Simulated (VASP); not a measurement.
# Mg (Pm-3m) in VASP: a series of runs

The runs below take Mg through relaxation of cell and atoms, single point, with r2SCAN, r2SCAN0.

Program: VASP 6.6.1. These are calculated values, not measurements. Logs are shortened: lines on timing, memory, paths and dates and some standing lists are left out, and cuts for length are marked.

## Step 1: The cell of the first run

The structure is cubic, space group Pm-3m (No. 221). The conventional cell has a = 2.928 Å, b = 2.928 Å, c = 2.928 Å, α = 90.00°, β = 90.00°, γ = 90.00°. Mg (site symmetry m-3m) has 6 Mg at 2.93 Å within 3.9 Å.

This isn't the form of Mg at room conditions, which is hcp.

## Step 2: Relaxation of cell and atoms, r2SCAN

The input, POSCAR:

```
Mg
1.0
    2.9277513048      0.0000000000      0.0000000000
    0.0000000000      2.9277513048      0.0000000000
    0.0000000000      0.0000000000      2.9277513048
Mg
1
Direct
    0.0000000000      0.0000000000      0.0000000000
```

The input, INCAR.step1:

```
SYSTEM = Mg
ALGO = Normal ; EDIFF = 1E-4
ENCUT = 600 ; GGA = PE
ISMEAR = -1 ; LASPH = .TRUE.
LCHARG = .FALSE. ; LREAL = .FALSE.
LWAVE = .TRUE. ; NELM = 80
PREC = Accurate ; SIGMA = 0.1
```

The input, INCAR.step2:

```
SYSTEM = Mg
ALGO = Normal ; EDIFF = 1E-6
EDIFFG = -0.01 ; ENCUT = 600
IBRION = 2 ; ISIF = 3
ISMEAR = -1 ; ISTART = 1
LASPH = .TRUE. ; LCHARG = .FALSE.
LMIXTAU = .TRUE. ; LREAL = .FALSE.
LWAVE = .FALSE. ; METAGGA = R2SCAN
NELM = 80 ; NSW = 80
PREC = Accurate ; SIGMA = 0.1
```

The input, KPOINTS:

```
k-points
0
G
  11 11 11
  0 0 0
```

Potentials or basis: VASP PAW PBE potentials, release 64 (Mg).

The run is started by

```
$ cat potpaw_PBE.64/Mg/POTCAR > POTCAR
$ cp INCAR.step1 INCAR
$ mpirun -np 1 vasp_std > vasp.out
$ cp INCAR.step2 INCAR
$ mpirun -np 1 vasp_std > vasp.out
```

OUTCAR:

```text
SYSTEM = Mg
   EDIFF = 1E-6
   EDIFFG = -0.01
   ENCUT = 600
   IBRION = 2
   ISIF = 3
   ISMEAR = -1
   ISTART = 1
   LASPH = .TRUE.
   LREAL = .FALSE.
   METAGGA = R2SCAN
   NELM = 80
   NSW = 80
   PREC = Accurate

 ion  position               nearest neighbor table
   1  0.000  0.000  0.000-

  LATTYP: Found a simple cubic cell.
 ALAT       =     2.9277513048

  Lattice vectors:

 A1 = (   2.9277513048,   0.0000000000,   0.0000000000)
 A2 = (   0.0000000000,   2.9277513048,   0.0000000000)
 A3 = (   0.0000000000,   0.0000000000,   2.9277513048)

Analysis of symmetry for initial positions (statically):
=====================================================================
 Subroutine PRICEL returns:
 Original cell was already a primitive cell.

 Routine SETGRP: Setting up the symmetry group for a
 simple cubic supercell.

 Subroutine GETGRP returns: Found 48 space group operations
 (whereof 48 operations were pure point group operations)
 out of a pool of 48 trial point group operations.

The static configuration has the point symmetry O_h .

Analysis of symmetry for dynamics (positions and initial velocities):
=====================================================================
 Subroutine PRICEL returns:
 Original cell was already a primitive cell.

 Routine SETGRP: Setting up the symmetry group for a
 simple cubic supercell.

 Subroutine GETGRP returns: Found 48 space group operations
 (whereof 48 operations were pure point group operations)
 out of a pool of 48 trial point group operations.

The dynamic configuration has the point symmetry O_h .

 Subroutine INISYM returns: Found 48 space group operations
 (whereof 48 operations are pure point group operations),
 and found     1 'primitive' translations

----------------------------------------------------------------------------------------

                                     Primitive cell

  volume of cell :      25.0959

  direct lattice vectors                    reciprocal lattice vectors
     2.927751305  0.000000000  0.000000000     0.341559066  0.000000000  0.000000000
     0.000000000  2.927751305  0.000000000     0.000000000  0.341559066  0.000000000
     0.000000000  0.000000000  2.927751305     0.000000000  0.000000000  0.341559066

  length of vectors
     2.927751305  2.927751305  2.927751305     0.341559066  0.341559066  0.341559066

  position of ions in fractional coordinates (direct lattice)
     0.000000000  0.000000000  0.000000000

  ion indices of the primitive-cell ions
   primitive index   ion index
                 1           1

----------------------------------------------------------------------------------------

 KPOINTS: k-points

Automatic generation of k-mesh.
 Grid dimensions read from file:
 generate k-points for:   11   11   11

 Generating k-lattice:

  Cartesian coordinates                     Fractional coordinates (reciprocal lattice)
     0.031050824  0.000000000  0.000000000     0.090909091  0.000000000  0.000000000
     0.000000000  0.031050824  0.000000000     0.000000000  0.090909091  0.000000000
     0.000000000  0.000000000  0.031050824     0.000000000  0.000000000  0.090909091

  Length of vectors
     0.031050824  0.031050824  0.031050824

  Shift w.r.t. Gamma in fractional coordinates (k-lattice)
     0.000000000  0.000000000  0.000000000

 Subroutine IBZKPT returns following result:
 ===========================================

 Found     56 irreducible k-points:

 Following reciprocal coordinates:
            Coordinates               Weight
  0.000000  0.000000  0.000000      1.000000
  0.090909  0.000000  0.000000      6.000000
  0.181818  0.000000  0.000000      6.000000
  0.272727  0.000000  0.000000      6.000000
  0.363636  0.000000  0.000000      6.000000
  0.454545  0.000000  0.000000      6.000000
[... 16 lines left out ...]
  0.181818  0.090909  0.090909     24.000000
  0.272727  0.090909  0.090909     24.000000
 [... further k-points ...]
   k-points           NKPTS =     56   k-points in BZ     NKDIM =     56   number of bands    NBANDS=      5
   number of dos      NEDOS =    301   number of ions     NIONS =      1
   total plane-waves  NPLWV =  13824
   dimension x,y,z NGX =    24 NGY =   24 NGZ =   24
   dimension x,y,z NGXF=    48 NGYF=   48 NGZF=   48
   ions per type =               1
   NGX,Y,Z   is equivalent  to a cutoff of  13.63, 13.63, 13.63 a.u.
   NGXF,Y,Z  is equivalent  to a cutoff of  27.26, 27.26, 27.26 a.u.
 SYSTEM =  Mg
   PREC   = accura    normal or accurate (medium, high low for compatibility)
   ISTART =      1    job   : 0-new  1-cont  2-samecut
   ICHARG =      0    charge: 1-file 2-atom 10-const
   ISPIN  =      1    spin polarized calculation?
   LNONCOLLINEAR =      F non collinear calculations
   LSORBIT =      F    spin-orbit coupling
   LASPH  =      T    aspherical Exc in radial PAW
   ENCUT  =  600.0 eV  44.10 Ry    6.64 a.u.   5.85  5.85  5.85*2*pi/ulx,y,z
   NELM   =     80;   NELMIN=  2; NELMDL=  0     # of ELM steps
   EDIFF  = 0.1E-05   stopping-criterion for ELM
   LREAL  =      F    real-space projection
   EDIFFG = -.1E-01   stopping-criterion for IOM
   NSW    =     80    number of steps for IOM
   IBRION =      2    ionic relax: 0-MD 1-quasi-New 2-CG
   NFREE  =      1    steps in history (QN), initial steepest desc. (CG)
   ISIF   =      3    stress and relaxation
   ISYM   =      2    0-nonsym 1-usesym 2-fastsym
   POTIM  = 0.5000    time-step for ionic-motion
   TEBEG  =    0.0;   TEEND  =   0.0 temperature during run
   PSTRESS=    0.0 pullay stress
   NELECT =       2.0000    total number of electrons
   NUPDOWN=      -1.0000    fix difference up-down
   EMIN   =  10.00;   EMAX   =-10.00  energy-range for DOS
   EFERMI =   0.00;   METHOD = LEGACY
   ISMEAR =    -1;   SIGMA  =   0.10  broadening in eV -4-tet -1-fermi 0-gaus
   EFERMI_NEDOS =   21; number of points for ismear=-14 and -15
   IALGO  =     38    algorithm
   IMIX   =      4    mixing-type and parameters
     AMIX     =   0.40;   BMIX     =  1.00
     AMIX_MAG =   1.60;   BMIX_MAG =  1.00
  volume/ion in A,a.u.               =      25.10       169.36
  Fermi-wavevector in a.u.,A,eV,Ry     =   0.704505  1.331321  6.752940  0.496327
  Thomas-Fermi vector in A             =   1.789764
   LORBIT       =      0    0 simple, 1 ext, 2 COOP (PROOUT), +10 PAW based schemes
   METAGGA = R2SCAN    functional components
   LHFCALC =     F    Hartree Fock is set to
   AEXX    =    0.0000 exact exchange contribution
   IVDW    =     0    specifies the selected vdW correction
   LEPSILON=     F    determine dielectric tensor
   LRPA    =     F    only Hartree local field effects (RPA)
 conjugate gradient relaxation of ions
 non-spin polarized calculation
  energy-cutoff  :      600.00
  volume of cell :       25.10
 maximum number of plane-waves:       855
 NGX is ok and might be reduce to    24
   NGX = 11   NGY = 11   NGZ = 11

--------------------------------------- Ionic step        1  -------------------------------------------

 number of electron       2.0000000 magnetization

 Free energy of the ion-electron system (eV)
  ---------------------------------------------------
  ext. energy  EPLUGINS =         0.00000000
  ---------------------------------------------------
  free energy    TOTEN  =        -3.69295469 eV

  energy without entropy =       -3.68161194  energy(sigma->0) =       -3.68728332

------------------------ aborting loop because EDIFF is reached ----------------------------------------

  FORCE on cell =-STRESS in cart. coord.  units (eV):
  Direction    XX          YY          ZZ          XY          YZ          ZX
  --------------------------------------------------------------------------------------
  -------------------------------------------------------------------------------------
  Total        0.2673264      0.2673264      0.2673264     -0.0000000      0.0000000     -0.0000000
  in kB       17.0667147     17.0667147     17.0667147     -0.0000000      0.0000000     -0.0000000
  external PRESSURE =      17.0667147 kB  Pullay stress =       0.0000000 kB
[... 55 lines left out ...]
  energy  without entropy=       -3.6882576025  energy(sigma->0) =       -3.69406731

--------------------------------------- Ionic step        3  -------------------------------------------

 number of electron       2.0000000 magnetization

 Free energy of the ion-electron system (eV)
  ---------------------------------------------------
  ext. energy  EPLUGINS =         0.00000000
  ---------------------------------------------------
  free energy    TOTEN  =        -3.70092423 eV

  energy without entropy =       -3.68914090  energy(sigma->0) =       -3.69503257

 E-fermi :   1.8126     XC(G=0):  -8.5695

 val. band max:        1.7623108044   @ k =   0.4545   0.2727   0.0909
 cond. band min:       2.0465640733   @ k =   0.3636   0.3636   0.3636
 fundamental gap:      0.2842532689
 Fermi energy:         1.8125936884

 k-point     1 :       0.0000    0.0000    0.0000
  band No.  band energies     occupation
      1      -4.9144      2.00000
      2      10.6500      0.00000
      3      10.6500      0.00000
      4      12.3384      0.00000
      5      12.3384      0.00000

 k-point     2 :       0.0909    0.0000    0.0000
  band No.  band energies     occupation
      1      -4.7647      2.00000
      2       8.9081      0.00000
      3      10.7821      0.00000
      4      12.4634      0.00000
      5      12.4634      0.00000
[... 169 lines left out ...]
 k-point    24 :       0.2727    0.0909    0.0909
  band No.  band energies     occupation
      1      -3.2778      2.00000
      2       4.5244      0.00000
      3       9.8386      0.00000
      4      11.8356      0.00000
      5      15.7142      0.00000

 [... further k-points ...]
[... 5 lines left out ...]
  --------------------------------------------------------------------------------------
  -------------------------------------------------------------------------------------
  Total       -0.0034733     -0.0034733     -0.0034733      0.0000000      0.0000000      0.0000000
  in kB       -0.2085112     -0.2085112     -0.2085112      0.0000000      0.0000000      0.0000000
  external PRESSURE =      -0.2085112 kB  Pullay stress =       0.0000000 kB
[... 16 lines left out ...]
  FREE ENERGIE OF THE ION-ELECTRON SYSTEM (eV)
  ---------------------------------------------------
  free  energy   TOTEN  =        -3.7009242347 eV

  energy  without entropy=       -3.6891409000  energy(sigma->0) =       -3.69503257

 reached required accuracy - stopping structural energy minimisation
```

It took 23 s on 1 thread of Intel Xeon 6975P-C (Granite Rapids), shared host; peak memory 0.15 GiB.

What came out:

```
Free energy                           : -3.7009 eV
Relaxed volume                        : 26.69 Å³/atom
Relaxed cell                          : a = 2.988 Å, b = 2.988 Å, c = 2.988 Å, α = 90.00°, β = 90.00°, γ = 90.00°
Space group after relaxing (to 0.1 Å) : Pm-3m (No. 221)
Energy gained by relaxing             : 8.0 meV/atom
Ionic steps                           : 3
Pressure after relaxing               : 0.0 GPa
Band gap on the k mesh                : zero (bands 1 and 2 overlap by 5.25 eV)
```

Step by step:
```tsv
step	energy change (eV)	largest force (eV/Å)	pressure (GPa)	volume (Å³)
1	0.0000	0.0000	1.71	25.10
2	-0.0069	0.0000	0.58	26.08
3	-0.0080	0.0000	-0.02	26.69
```

Final structure:
```xyz
1
Lattice="2.9884 0.0000 0.0000 0.0000 2.9884 0.0000 0.0000 0.0000 2.9884" Properties=species:S:1:pos:R:3 pbc="T T T"
Mg    0.0000    0.0000    0.0000
```

Caveat: the PAW data sets were made with another functional, which shifts forces and pressure a little.

## Step 3: Single point, r2SCAN, non-collinear spin, zero start, spin-orbit coupling

This run uses another cell than the first one, of 26.83 Å³/atom.

The input, POSCAR:

```
Mg
1.0
    2.9936848011      0.0000000000      0.0000000000
    0.0000000000      2.9936848011      0.0000000000
    0.0000000000      0.0000000000      2.9936848011
Mg
1
Direct
    0.0000000000      0.0000000000      0.0000000000
```

The input, INCAR.step1:

```
SYSTEM = Mg
PREC = Accurate
ENCUT = 520
ISMEAR = -1
SIGMA = 0.1
LREAL = .FALSE.
LASPH = .TRUE.
NELM = 150
MAGMOM = 0 0 0
LSORBIT = .TRUE.
GGA_COMPAT = .FALSE.
NBANDS = 13
GGA = PE
ALGO = Normal
EDIFF = 1E-4
LWAVE = .TRUE.
LCHARG = .FALSE.
```

The input, INCAR.step2:

```
SYSTEM = Mg
PREC = Accurate
ENCUT = 520
EDIFF = 1E-7
ISMEAR = -1
SIGMA = 0.1
LREAL = .FALSE.
LASPH = .TRUE.
NELM = 150
ALGO = Normal
ISIF = 2
LWAVE = .FALSE.
LCHARG = .FALSE.
MAGMOM = 0 0 0
LORBIT = 11
LSORBIT = .TRUE.
GGA_COMPAT = .FALSE.
LORBMOM = .TRUE.
METAGGA = R2SCAN
LMIXTAU = .TRUE.
NBANDS = 13
ISTART = 1
```

The input, KPOINTS:

```
regular mesh
0
G
  11 11 11
  0 0 0
```

Potentials or basis: VASP PAW PBE potentials, release 64 (Mg).

The run is started by

```
$ cat potpaw_PBE.64/Mg/POTCAR > POTCAR
$ cp INCAR.step1 INCAR
$ mpirun -np 1 vasp_ncl > vasp.out
$ cp INCAR.step2 INCAR
$ mpirun -np 1 vasp_ncl > vasp.out
```

Wall time 69 s (1 thread of Intel Xeon 6975P-C (Granite Rapids), shared host); peak memory 0.22 GiB.

It converged, with:

```yaml
Free_energy: -3.7007 eV
Pressure: -0.1 GPa
Net_moment: 0.00 μB per cell
Valence_electrons_inside_the_program's_atomic_spheres: Mg 0.34
```

Moments on the atoms (μB; x, y, z):
```
Mg  0.00 0.00 0.00
```

Caveat: the PAW data sets were made with another functional, which shifts forces and pressure a little.

## Step 4: Single point, r2SCAN

This run uses another cell than the first one, of 26.83 Å³/atom.

The input, POSCAR:

```
Mg
1.0
    2.9936847950      0.0000000000      0.0000000000
    0.0000000000      2.9936847950      0.0000000000
    0.0000000000      0.0000000000      2.9936847950
Mg
1
Direct
    0.0000000000      0.0000000000      0.0000000000
```

The input, INCAR.step1:

```
PREC = Accurate
ENCUT = 520
ISMEAR = -1
SIGMA = 0.1
LREAL = False
LASPH = True
NELM = 60
NBANDS = 7
GGA = PE
ALGO = Normal
EDIFF = 1E-4
LWAVE = True
LCHARG = False
```

The input, INCAR.step2:

```
PREC = Accurate
ENCUT = 520
EDIFF = 1E-7
ISMEAR = -1
SIGMA = 0.1
LREAL = False
LASPH = True
NELM = 60
ALGO = Normal
ISIF = 2
LWAVE = False
LCHARG = True
METAGGA = R2SCAN
LMIXTAU = True
LELF = True
LVHAR = True
NBANDS = 7
ISTART = 1
```

The input, KPOINTS:

```
Automatic mesh
0
Gamma
  6 6 6
```

The run is started by

```
$ cat potpaw_PBE.64/Mg/POTCAR > POTCAR
$ cp INCAR.step1 INCAR
$ mpirun -np 1 vasp_std > vasp.out
$ cp INCAR.step2 INCAR
$ mpirun -np 1 vasp_std > vasp.out
```

Run time: 17 s. Hardware: 1 thread of Intel Xeon 8259CL, shared host; peak memory 0.14 GiB.

The run converged. Its results:

| Item | Value |
| --- | --- |
| Free energy | -3.6849 eV |
| Pressure | 0.1 GPa |
| Band gap on the k mesh | zero (bands 1 and 2 overlap by 7.28 eV) |

Levels at points of the mesh, in eV from the Fermi level:
| k point | band 1 | band 2 | band 3 | band 4 | band 5 |
| --- | --- | --- | --- | --- | --- |
| (0.00, 0.00, 0.00) | -6.70 | 8.82 | 8.82 | 10.48 | 10.48 |
| (0.50, 0.00, 0.00) | -2.34 | -2.21 | 11.47 | 14.27 | 14.27 |
| (0.50, 0.50, 0.00) | 1.45 | 1.45 | 2.62 | 2.78 | 17.00 |
| (0.50, 0.50, 0.50) | 5.07 | 5.07 | 5.07 | 6.12 | 6.12 |

Caveat: the PAW data sets were made with another functional, which shifts forces and pressure a little.

## Step 5: Single point, r2SCAN0

This run uses another cell than the first one, of 26.83 Å³/atom.

POSCAR is that of step 4.

The input, INCAR.step1:

```
ALGO = Normal
EDIFF = 1E-5
ENCUT = 520
GGA = PE
ISIF = 2
ISMEAR = -1
LASPH = T
LCHARG = F
LREAL = F
LWAVE = T
NBANDS = 7
NELM = 60
PREC = Accurate
SIGMA = 0.1
```

The input, INCAR.step2:

```
AEXX = 0.25
ALGO = Normal
EDIFF = 1E-7
ENCUT = 520
ISIF = 2
ISMEAR = -1
ISTART = 1
LASPH = T
LCHARG = F
LHFCALC = T
LMIXTAU = T
LREAL = F
LWAVE = F
METAGGA = R2SCAN
NBANDS = 7
NELM = 60
PREC = Accurate
PRECFOCK = Normal
SIGMA = 0.1
```

The input, KPOINTS:

```
k-points
0
Gamma
  6 6 6
```

The run is started by

```
$ cat potpaw_PBE.64/Mg/POTCAR > POTCAR
$ cp INCAR.step1 INCAR
$ mpirun -np 1 vasp_std > vasp.out
$ cp INCAR.step2 INCAR
$ mpirun -np 1 vasp_std > vasp.out
```

It took 3 min on 1 thread of Intel Xeon 8259CL, shared host; peak memory 0.16 GiB.

The run converged. Its results:

```
Free energy            : -3.0591 eV
Pressure               : 0.6 GPa
Band gap on the k mesh : zero (bands 1 and 2 overlap by 9.29 eV)
```

Levels at points of the mesh, in eV from the Fermi level:
| k point | band 1 | band 2 | band 3 | band 4 | band 5 | band 6 |
| --- | --- | --- | --- | --- | --- | --- |
| (0.00, 0.00, 0.00) | -8.03 | 9.68 | 9.68 | 11.22 | 11.22 | 11.22 |
| (0.50, 0.00, 0.00) | -3.06 | -2.83 | 12.37 | 14.99 | 14.99 | 15.00 |
| (0.50, 0.50, 0.00) | 2.93 | 2.93 | 3.98 | 4.10 | 17.99 | 17.99 |
| (0.50, 0.50, 0.50) | 6.46 | 6.46 | 6.46 | 7.42 | 7.42 | 7.42 |

Caveat: the PAW data sets were made with another functional, which shifts forces and pressure a little.

## Step 6: Overview

```csv
task,level,spin,cell,k mesh,cutoff (eV),grid for exact exchange (PRECFOCK),share of exact exchange,gap on the mesh (eV),pressure (GPa)
relaxation of cell and atoms,r2SCAN,off,"relaxed from a = 2.928 Å, 1 atom",11 × 11 × 11,600,-,-,none,0.0
single point,r2SCAN,"non-collinear, zero start, SOC","a = 2.994 Å, 1 atom",11 × 11 × 11,520,-,-,-,-0.1
single point,r2SCAN,off,"a = 2.994 Å, 1 atom",6 × 6 × 6,520,-,-,none,0.1
single point,r2SCAN0,off,"a = 2.994 Å, 1 atom",6 × 6 × 6,520,Normal,0.25,none,0.6
```

Alike in all rows: potentials or basis VASP PAW PBE potentials, release 64 (Mg); smearing fermi-dirac 0.1 eV.

Caveats: the PAW data sets were made with another functional, which shifts forces and pressure a little.

Total energies depend on the potentials used, so only differences within one code and one set of settings carry meaning.
